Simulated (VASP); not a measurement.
# Al2Ru in VASP: further runs

Runs on Al2Ru. Level: PBEsol. Tasks: single point.

Program: VASP 6.6.1. These are calculated values, not measurements. Logs are shortened: lines on timing, memory, paths and dates and some standing lists are left out, and cuts for length are marked.

## Step 1: The cell of the first run

The typed cell holds 3 atoms: a = 4.754 Å, b = 4.755 Å, c = 4.754 Å, α = 141.67°, β = 141.67°, γ = 55.32°.

## Step 2: Single point, PBEsol

INCAR reads:

```
SYSTEM = Al2Ru
PREC     = Accurate       ! precision mode
ENCUT    = 520            ! plane-wave cutoff, eV
EDIFF    = 1E-7           ! SCF threshold, eV
ISMEAR   = 0              ! smearing method
SIGMA    = 0.1            ! smearing width, eV
LREAL    = .FALSE.        ! projectors in reciprocal space
LASPH    = .TRUE.         ! aspherical terms in the spheres
NELM     = 80             ! most SCF steps
ALGO     = Fast           ! electronic algorithm
ISIF     = 2              ! what is computed and relaxed
LWAVE    = .FALSE.        ! write WAVECAR
LCHARG   = .FALSE.        ! write CHGCAR
GGA      = PS             ! functional
NBANDS   = 17             ! bands
```

KPOINTS reads:

```
Automatic mesh
0
G
  10 10 10
  0 0 0
```

POSCAR reads:

```
Al2Ru
1.0
   -1.5606653590      1.5606970465      4.2111417742
    1.5607075460     -1.5606717203      4.2111480062
    1.5606651509      1.5606715122     -4.2111324134
Al Ru
2 1
Direct
    0.6578558082      0.6670915020      0.0266153282
    0.3396958471      0.3489212090      0.0266069795
   -0.0012101288      0.0080061389      0.0266008858
```

Potentials or basis: VASP PAW PBE potentials, release 64 (Al, Ru_pv).

Run with:

```bash
$ cat potpaw_PBE.64/Al/POTCAR potpaw_PBE.64/Ru_pv/POTCAR > POTCAR
$ mpirun -np 1 vasp_std > vasp.out
```

OUTCAR:

```text
SYSTEM = Al2Ru
   PREC = Accurate
   ENCUT = 520
   EDIFF = 1E-7
   ISMEAR = 0
   LREAL = .FALSE.
   LASPH = .TRUE.
   NELM = 80
   ISIF = 2
   GGA = PS

 ion  position               nearest neighbor table
   1  0.658  0.667  0.027-   3 2.58   3 2.58   3 2.58   3 2.58   2 2.68   2 2.69   2 2.69   2 2.69
                             2 2.69   3 2.87
   2  0.340  0.349  0.027-   3 2.58   3 2.58   3 2.58   3 2.58   1 2.68   1 2.69   1 2.69   1 2.69
                             1 2.69   3 2.87
   3  0.999  0.008  0.027-   1 2.58   1 2.58   1 2.58   1 2.58   2 2.58   2 2.58   2 2.58   2 2.58
                             2 2.87   1 2.87

  LATTYP: Found a body centered tetragonal cell.
 ALAT       =     3.1213685587
 C/A-ratio  =     2.6982682827

  Lattice vectors:

 A1 = (  -1.5606653590,   1.5606970465,   4.2111417742)
 A2 = (   1.5607075460,  -1.5606717203,   4.2111480062)
 A3 = (   1.5606651509,   1.5606715122,  -4.2111324134)

Analysis of symmetry for initial positions (statically):
=====================================================================
 Subroutine PRICEL returns:
 Original cell was already a primitive cell.

 Routine SETGRP: Setting up the symmetry group for a
 body centered tetragonal supercell.

 Subroutine GETGRP returns: Found  2 space group operations
 (whereof  1 operations were pure point group operations)
 out of a pool of 16 trial point group operations.

The static configuration has the point symmetry C_1 .
 The point group associated with its full space group is C_1h.

Analysis of symmetry for dynamics (positions and initial velocities):
=====================================================================
 Subroutine PRICEL returns:
 Original cell was already a primitive cell.

 Routine SETGRP: Setting up the symmetry group for a
 body centered tetragonal supercell.

 Subroutine GETGRP returns: Found  2 space group operations
 (whereof  1 operations were pure point group operations)
 out of a pool of 16 trial point group operations.

The dynamic configuration has the point symmetry C_1 .
 The point group associated with its full space group is C_1h.

 Subroutine INISYM returns: Found  2 space group operations
 (whereof  1 operations are pure point group operations),
 and found     1 'primitive' translations

----------------------------------------------------------------------------------------

                                     Primitive cell

  volume of cell :      41.0290

  direct lattice vectors                    reciprocal lattice vectors
    -1.560665359  1.560697047  4.211141774    -0.000000572  0.320371936  0.118731593
     1.560707546 -1.560671720  4.211148006     0.320371274 -0.000000335  0.118730952
     1.560665151  1.560671512 -4.211132413     0.320371889  0.320372314 -0.000002568

  length of vectors
     4.754489108  4.754500162  4.754472367     0.341665580  0.341664737  0.453074571

  position of ions in fractional coordinates (direct lattice)
     0.657855808  0.667091502  0.026615328
     0.339695847  0.348921209  0.026606980
     0.998789871  0.008006139  0.026600886

  ion indices of the primitive-cell ions
   primitive index   ion index
                 1           1
                 2           2
                 3           3

----------------------------------------------------------------------------------------

 KPOINTS: Automatic mesh

Automatic generation of k-mesh.
 Grid dimensions read from file:
 generate k-points for:   10   10   10

 Generating k-lattice:

  Cartesian coordinates                     Fractional coordinates (reciprocal lattice)
    -0.000000057  0.032037194  0.011873159     0.100000000 -0.000000000  0.000000000
     0.032037127 -0.000000033  0.011873095    -0.000000000  0.100000000  0.000000000
     0.032037189  0.032037231 -0.000000257     0.000000000 -0.000000000  0.100000000

  Length of vectors
     0.034166558  0.034166474  0.045307457

  Shift w.r.t. Gamma in fractional coordinates (k-lattice)
     0.000000000  0.000000000  0.000000000

 Subroutine IBZKPT returns following result:
 ===========================================

 Found    282 irreducible k-points:

 Following reciprocal coordinates:
            Coordinates               Weight
  0.000000  0.000000  0.000000      1.000000
  0.100000  0.000000  0.000000      4.000000
  0.000000  0.100000  0.000000      2.000000
  0.100000  0.000000 -0.100000      2.000000
  0.200000  0.000000  0.000000      4.000000
  0.000000  0.200000  0.000000      2.000000
[... 16 lines left out ...]
  0.300000  0.100000 -0.000000      4.000000
  0.000000  0.400000 -0.100000      4.000000
 [... further k-points ...]
   k-points           NKPTS =    282   k-points in BZ     NKDIM =    282   number of bands    NBANDS=     17
   number of dos      NEDOS =    301   number of ions     NIONS =      3
   total plane-waves  NPLWV =  46656
   dimension x,y,z NGX =    36 NGY =   36 NGZ =   36
   dimension x,y,z NGXF=    72 NGYF=   72 NGZF=   72
   ions per type =               2   1
   NGX,Y,Z   is equivalent  to a cutoff of  12.59, 12.59, 12.59 a.u.
   NGXF,Y,Z  is equivalent  to a cutoff of  25.18, 25.18, 25.18 a.u.
 SYSTEM =  Al2Ru
   PREC   = accura    normal or accurate (medium, high low for compatibility)
   ISTART =      0    job   : 0-new  1-cont  2-samecut
   ICHARG =      2    charge: 1-file 2-atom 10-const
   ISPIN  =      1    spin polarized calculation?
   LNONCOLLINEAR =      F non collinear calculations
   LSORBIT =      F    spin-orbit coupling
   LASPH  =      T    aspherical Exc in radial PAW
   ENCUT  =  520.0 eV  38.22 Ry    6.18 a.u.   8.84  8.84  8.84*2*pi/ulx,y,z
   NELM   =     80;   NELMIN=  2; NELMDL= -5     # of ELM steps
   EDIFF  = 0.1E-06   stopping-criterion for ELM
   LREAL  =      F    real-space projection
   EDIFFG = 0.1E-05   stopping-criterion for IOM
   NSW    =      0    number of steps for IOM
   IBRION =     -1    ionic relax: 0-MD 1-quasi-New 2-CG
   NFREE  =      0    steps in history (QN), initial steepest desc. (CG)
   ISIF   =      2    stress and relaxation
   ISYM   =      2    0-nonsym 1-usesym 2-fastsym
   POTIM  = 0.5000    time-step for ionic-motion
   TEBEG  =    0.0;   TEEND  =   0.0 temperature during run
   PSTRESS=    0.0 pullay stress
   NELECT =      20.0000    total number of electrons
   NUPDOWN=      -1.0000    fix difference up-down
   EMIN   =  10.00;   EMAX   =-10.00  energy-range for DOS
   EFERMI =   0.00;   METHOD = LEGACY
   ISMEAR =     0;   SIGMA  =   0.10  broadening in eV -4-tet -1-fermi 0-gaus
   EFERMI_NEDOS =   21; number of points for ismear=-14 and -15
   IALGO  =     68    algorithm
   IMIX   =      4    mixing-type and parameters
     AMIX     =   0.40;   BMIX     =  1.00
     AMIX_MAG =   1.60;   BMIX_MAG =  1.00
  volume/ion in A,a.u.               =      13.68        92.29
  Fermi-wavevector in a.u.,A,eV,Ry     =   1.288411  2.434744 22.585723  1.660004
  Thomas-Fermi vector in A             =   2.420367
   LORBIT       =      0    0 simple, 1 ext, 2 COOP (PROOUT), +10 PAW based schemes
   GGA     = PS    functional components
   LHFCALC =     F    Hartree Fock is set to
   AEXX    =    0.0000 exact exchange contribution
   IVDW    =     0    specifies the selected vdW correction
   LEPSILON=     F    determine dielectric tensor
   LRPA    =     F    only Hartree local field effects (RPA)
 non-spin polarized calculation
 RMM-DIIS sequential band-by-band and
 Gauss-broadening in eV      SIGMA  =   0.10
  energy-cutoff  :      520.00
  volume of cell :       41.03
 maximum number of plane-waves:      1118
   NGX = 17   NGY = 17   NGZ = 17

 number of electron      20.0000001 magnetization

 Free energy of the ion-electron system (eV)
  ---------------------------------------------------
  ext. energy  EPLUGINS =         0.00000000
  ---------------------------------------------------
  free energy    TOTEN  =       -20.32922590 eV

  energy without entropy =      -20.32816726  energy(sigma->0) =      -20.32869658

 E-fermi :  10.5656     XC(G=0): -12.0317

 val. band max:       10.4395879213   @ k =  -0.3000   0.3000   0.0000
 cond. band min:      10.6181072551   @ k =   0.5000   0.5000   0.2000
 fundamental gap:      0.1785193339
 Fermi energy:        10.5656016727

 k-point     1 :       0.0000    0.0000    0.0000
  band No.  band energies     occupation
      1     -32.0340      2.00000
      2     -32.0340      2.00000
      3     -31.9473      2.00000
      4      -0.3830      2.00000
      5       5.1096      2.00000
      6       6.7052      2.00000
[... 9 lines left out ...]
     16      16.8040      0.00000
     17      18.2927      0.00000

 k-point     2 :       0.1000    0.0000    0.0000
  band No.  band energies     occupation
      1     -32.0469      2.00000
      2     -32.0329      2.00000
      3     -31.9460      2.00000
      4      -0.1953      2.00000
      5       5.1932      2.00000
      6       6.7682      2.00000
[... 9 lines left out ...]
     16      17.4615      0.00000
     17      19.6780      0.00000

 k-point     3 :       0.0000    0.1000    0.0000
  band No.  band energies     occupation
      1     -32.0469      2.00000
      2     -32.0329      2.00000
      3     -31.9460      2.00000
      4      -0.1953      2.00000
      5       5.1932      2.00000
      6       6.7682      2.00000
[... 9 lines left out ...]
     16      17.4615      0.00000
     17      19.6780      0.00000

 k-point     4 :       0.1000    0.0000   -0.1000
  band No.  band energies     occupation
      1     -32.0469      2.00000
      2     -32.0329      2.00000
      3     -31.9460      2.00000
      4      -0.1953      2.00000
      5       5.1932      2.00000
      6       6.7682      2.00000
[... 9 lines left out ...]
     16      17.4616      0.00000
     17      19.6779      0.00000
[... 343 lines left out ...]
      1     -32.0792      2.00000
      2     -32.0427      2.00000
      3     -31.9418      2.00000
      4       0.6192      2.00000
      5       5.2207      2.00000
      6       6.8804      2.00000
[... 9 lines left out ...]
     16      19.5745      0.00000
     17      21.3296      0.00000

 k-point    23 :       0.3000    0.1000   -0.0000
  band No.  band energies     occupation
      1     -32.1203      2.00000
      2     -32.0390      2.00000
      3     -31.9378      2.00000
      4       1.5155      2.00000
      5       5.2491      2.00000
      6       6.5034      2.00000
[... 9 lines left out ...]
     16      19.3146      0.00000
     17      20.7859      0.00000

 k-point    24 :       0.0000    0.4000   -0.1000
  band No.  band energies     occupation
      1     -32.1203      2.00000
      2     -32.0390      2.00000
      3     -31.9378      2.00000
      4       1.5154      2.00000
      5       5.2491      2.00000
      6       6.5034      2.00000
[... 9 lines left out ...]
     16      19.3146      0.00000
     17      20.7712      0.00000

 [... further k-points ...]

------------------------ aborting loop because EDIFF is reached ----------------------------------------

  FORCE on cell =-STRESS in cart. coord.  units (eV):
  Direction    XX          YY          ZZ          XY          YZ          ZX
  --------------------------------------------------------------------------------------
  -------------------------------------------------------------------------------------
  Total        0.0190381      0.0190524      0.0277344     -0.0000000      0.0000001     -0.0004298
  in kB        0.7434355      0.7439923      1.0830259     -0.0000001      0.0000055     -0.0167820
  external PRESSURE =       0.8568179 kB  Pullay stress =       0.0000000 kB

 VOLUME and BASIS-vectors are now :
 -----------------------------------------------------------------------------
  energy-cutoff  :      520.00
  volume of cell :       41.03
      direct lattice vectors                 reciprocal lattice vectors
    -1.560665359  1.560697047  4.211141774    -0.000000572  0.320371936  0.118731593
     1.560707546 -1.560671720  4.211148006     0.320371274 -0.000000335  0.118730952
     1.560665151  1.560671512 -4.211132413     0.320371889  0.320372314 -0.000002568

 POSITION                                       TOTAL-FORCE (eV/Angst)
 -----------------------------------------------------------------------------------
      0.05598      0.02714      5.46746        -0.000328      0.000000      0.005908
      0.05594      0.02714      2.78782        -0.000015     -0.000000     -0.005044
     -1.50477      1.58783      4.12774         0.000343     -0.000000     -0.000864
 -----------------------------------------------------------------------------------
    total drift:                               -0.000003     -0.000867     -0.000037

  FREE ENERGIE OF THE ION-ELECTRON SYSTEM (eV)
  ---------------------------------------------------
  free  energy   TOTEN  =       -20.3292258964 eV

  energy  without entropy=      -20.3281672589  energy(sigma->0) =      -20.32869658
```

It took 8.2 min on 1 thread of Intel Xeon Platinum 8375C at 2.90GHz (Ice Lake), shared host; peak memory 0.35 GiB.

Results:

- Free energy: -20.3292 eV
- Pressure: 0.1 GPa
- Largest force: 0.006 eV/Å
- Band gap on the k mesh: zero (bands 10 and 11 overlap by 0.05 eV)

Forces on the atoms (eV/Å):
```
Al   0.000  0.000  0.006
Al   0.000  0.000 -0.005
Ru   0.000  0.000 -0.001
```

Caveat: the PAW data sets were made with another functional, which shifts forces and pressure a little.

## Step 3: Single point, PBEsol

This run uses another cell than the first one, of 13.71 Å³/atom.

INCAR reads:

```
PREC = Accurate
ENCUT = 520
EDIFF = 1E-6
ISMEAR = 0
SIGMA = 0.1
LREAL = False
LASPH = True
NELM = 80
ALGO = Fast
ISIF = 2
LWAVE = False
LCHARG = False
GGA = PS
NBANDS = 17
```

KPOINTS reads:

```
regular mesh
0
Gamma
  20 20 20
```

POSCAR reads:

```
Al2Ru
1.0
   -1.5604216200      1.5604216200      4.2218055900
    1.5604216200     -1.5604216200      4.2218055900
    1.5604216200      1.5604216200     -4.2218055900
Al Ru
2 1
Direct
    0.6592021900      0.6592021900      0.0000000000
    0.3407978100      0.3407978100      0.0000000000
    0.0000000000      0.0000000000      0.0000000000
```

Potentials or basis: VASP PAW PBE potentials, release 64 (Al, Ru_pv).

Run with:

```bash
$ cat potpaw_PBE.64/Al/POTCAR potpaw_PBE.64/Ru_pv/POTCAR > POTCAR
$ mpirun -np 1 vasp_std > vasp.out
```

Wall time 12 min (1 thread of Intel Xeon Platinum 8259CL at 2.50GHz (Skylake/Cascade Lake), shared host); peak memory 0.55 GiB.

Results (log left out):

| Item | Value |
| --- | --- |
| Free energy | -20.3292 eV |
| Pressure | -0.3 GPa |
| Largest force | 0.048 eV/Å |
| Band gap on the k mesh | zero (bands 10 and 11 overlap by 0.15 eV) |

Forces in eV/Å, atoms in the order of the input:
```
Al   0.000  0.000 -0.048
Al   0.000  0.000  0.048
Ru   0.000  0.000  0.000
```

Stress tensor (GPa, compression positive):
```
-0.12  0.00  0.00
 0.00 -0.12  0.00
 0.00  0.00 -0.80
```

Levels at points of the mesh, in eV from the Fermi level:
| k point | band 7 | band 8 | band 9 | band 10 | band 11 | band 12 | band 13 | band 14 |
| --- | --- | --- | --- | --- | --- | --- | --- | --- |
| (0.00, 0.00, 0.00) | -1.99 | -1.99 | -1.99 | -0.96 | 2.39 | 4.65 | 6.11 | 6.11 |
| (0.50, 0.00, 0.00) | -2.94 | -2.75 | -2.56 | -1.43 | 0.57 | 3.04 | 5.10 | 6.99 |
| (0.50, 0.50, 0.00) | -3.43 | -3.10 | -1.28 | -0.35 | 0.27 | 1.83 | 2.00 | 4.77 |
| (0.50, 0.50, 0.50) | -2.63 | -1.56 | -1.56 | -0.93 | 3.15 | 3.15 | 6.28 | 6.45 |

Caveat: the PAW data sets were made with another functional, which shifts forces and pressure a little.

## Step 4: Single point, PBEsol

This run uses another cell than the first one, of 13.71 Å³/atom.

INCAR reads:

```
SYSTEM = Al2Ru
PREC = Accurate
ENCUT = 520
EDIFF = 1E-6
ISMEAR = 0
SIGMA = 0.1
LREAL = .False.
LASPH = .True.
NELM = 80
ALGO = Fast
ISIF = 2
LWAVE = .False.
LCHARG = .False.
GGA = PS
NBANDS = 17
```

KPOINTS reads:

```
Automatic mesh
0
Gamma
  24 24 24
  0 0 0
```

POSCAR is that of step 3.

Run with:

```bash
$ cat potpaw_PBE.64/Al/POTCAR potpaw_PBE.64/Ru_pv/POTCAR > POTCAR
$ mpirun -np 1 vasp_std > vasp.out
```

Wall time 20 min (1 thread of Intel Xeon Platinum 8259CL at 2.50GHz (Skylake/Cascade Lake), shared host); peak memory 0.79 GiB.

The run converged. Its results:

| Item | Value |
| --- | --- |
| Free energy | -20.3292 eV |
| Pressure | -0.4 GPa |
| Largest force | 0.048 eV/Å |
| Band gap on the k mesh | zero (bands 10 and 11 overlap by 0.15 eV) |

Forces on the atoms (eV/Å):
```
Al   0.000  0.000 -0.048
Al   0.000  0.000  0.048
Ru   0.000  0.000  0.000
```

Stress tensor (GPa, compression positive):
```
-0.13  0.00  0.00
 0.00 -0.13  0.00
 0.00  0.00 -0.80
```

Levels at points of the mesh, in eV from the Fermi level:
```tsv
k point	band 7	band 8	band 9	band 10	band 11	band 12	band 13	band 14
(0.00, 0.00, 0.00)	-1.99	-1.99	-1.99	-0.96	2.39	4.66	6.11	6.11
(0.50, 0.00, 0.00)	-2.94	-2.75	-2.56	-1.43	0.57	3.04	5.10	6.99
(0.50, 0.50, 0.00)	-3.43	-3.10	-1.28	-0.35	0.27	1.83	2.00	4.77
(0.50, 0.50, 0.50)	-2.63	-1.56	-1.56	-0.93	3.15	3.15	6.29	6.46
```

Caveat: the PAW data sets were made with another functional, which shifts forces and pressure a little.

## Step 5: The runs side by side

```tsv
cell	k mesh	further INCAR settings	gap on the mesh (eV)	pressure (GPa)	largest force (eV/Å)
a = 4.754 Å, angles 141.7, 141.7, 55.3°, 3 atoms, atomic positions A	10 × 10 × 10	ALGO = Fast; EDIFF = 1e-07; NBANDS = 17	none	0.1	0.01
a = 4.764 Å, angles 141.8, 141.8, 55.2°, 3 atoms, atomic positions B	20 × 20 × 20	ALGO = Fast; EDIFF = 1e-06; NBANDS = 17	none	-0.3	0.05
a = 4.764 Å, angles 141.8, 141.8, 55.2°, 3 atoms, atomic positions B	24 × 24 × 24	ALGO = Fast; EDIFF = 1e-06; NBANDS = 17	none	-0.4	0.05
```

Alike in all rows: task single point; level PBEsol; potentials or basis VASP PAW PBE potentials, release 64 (Al, Ru_pv); no spin polarisation; cutoff (eV) 520; smearing gaussian 0.1 eV.

Caveats: the PAW data sets were made with another functional, which shifts forces and pressure a little.

Absolute energies hang on the potentials; compare differences alone.

The gap in the log of VASP goes by the Fermi energy; the results here count the filled bands.